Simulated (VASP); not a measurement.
Set up this calculation in VASP 6.6.1, as the native input.

* Task: single point
* Functional: PBE
* Potentials or basis: VASP PAW PBE potentials, release 64 (Co)
* Cutoff: 520 eV
* k mesh: 10 × 10 × 3
* Occupations: fermi-dirac, width 0.05 eV
* Spin: collinear spin, zero start
* Starting moments: [0.0, 0.0, 0.0, 0.0] μB
* Fixed moment: 0 μB
* Dipole correction: no
* Further INCAR settings: ALGO = Normal; EDIFF = 1e-07; NBANDS = 30

The structure of Co lies in POSCAR:

```
Co
1.0
    2.4705617809      0.0000000000      0.0000000000
   -1.2352808905      2.1395692639      0.0000000000
    0.0000000000      0.0000000000      8.0882338000
Co
4
Direct
    0.6666666667      0.3333333333      0.7500000000
    0.0000000000      0.0000000000      0.5000000000
    0.3333333333      0.6666666667      0.2500000000
    0.0000000000      0.0000000000      0.0000000000
```

One way to write it, as run:

INCAR

```
PREC = Accurate
ENCUT = 520
EDIFF = 1E-7
ISMEAR = -1
SIGMA = 0.05
LREAL = F
LASPH = T
NELM = 150
ALGO = Normal
ISIF = 2
LWAVE = F
LCHARG = F
ISPIN = 2
MAGMOM = 0 0 0 0
LORBIT = 11
NUPDOWN = 0.0
LMAXMIX = 4
GGA = PE
NBANDS = 30
```

KPOINTS

```
regular mesh
0
Gamma
  10 10 3
```

Potentials or basis: VASP PAW PBE potentials, release 64 (Co).

Launch:

```sh
$ cat potpaw_PBE.64/Co/POTCAR > POTCAR
$ mpirun -np 1 vasp_std > vasp.out
```

It gave:

```json
{"Pressure": "-8.8 GPa", "Net moment": "0.00 μB per cell", "Valence electrons inside the program's atomic spheres": "Co 8.30"}
```

Caveat: the total moment is fixed, so each spin has its own Fermi level.

Wall time 34 s on 1 thread of AMD EPYC 9R45 96-Core Processor (Zen 5), on a shared host, peak memory 0.16 GiB.
